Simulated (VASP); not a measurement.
Runs of VASP 6.6.1 on TiTe2. Symmetry: Fm-3m, No. 225, cubic system. The conventional cell has a = 6.880 Å, b = 6.880 Å, c = 6.880 Å, α = 90.00°, β = 90.00°, γ = 90.00°. Within 3.9 Å of Ti (site symmetry m-3m) lie 8 Te at 2.98 Å. Te (site symmetry -43m) has 4 Ti at 2.98 Å and 6 Te at 3.44 Å within 3.9 Å. 

```csv
level,smearing,grid for exact exchange (PRECFOCK),share of exact exchange,gap on the mesh (eV),pressure (GPa)
r2SCAN,fermi-dirac 0.02 eV,-,-,none,0.5
r2SCAN,methfessel-paxton 0.001 eV,-,-,none,0.5
PBE-based global hybrid with 15 % exact exchange,fermi-dirac 0.02 eV,Normal,0.15,none,-0.6
r2SCAN,methfessel-paxton 0.2 eV,-,-,none,0.5
r2SCAN+rVV10,fermi-dirac 0.02 eV,-,-,none,(a)
```

Alike in all rows: task single point; potentials or basis VASP PAW PBE potentials, release 64 (Ti_sv, Te); no spin polarisation; cell as given; k mesh 4 × 4 × 4; cutoff (eV) 520.

Question: Fill in the values left out.

Answer: (a) -0.2.

Caveats: all runs use coarse meshes; the structure was generated, so it needn't be the stable form of TiTe2; the PAW data sets were made with another functional, which shifts forces and pressure a little; spin-orbit coupling is left out, which moves the levels of the heavy elements.

A k mesh can miss the band edges, and the runs leave out spin-orbit coupling on Te.

A gap of «none» marks levels without a gap at the run's occupations.
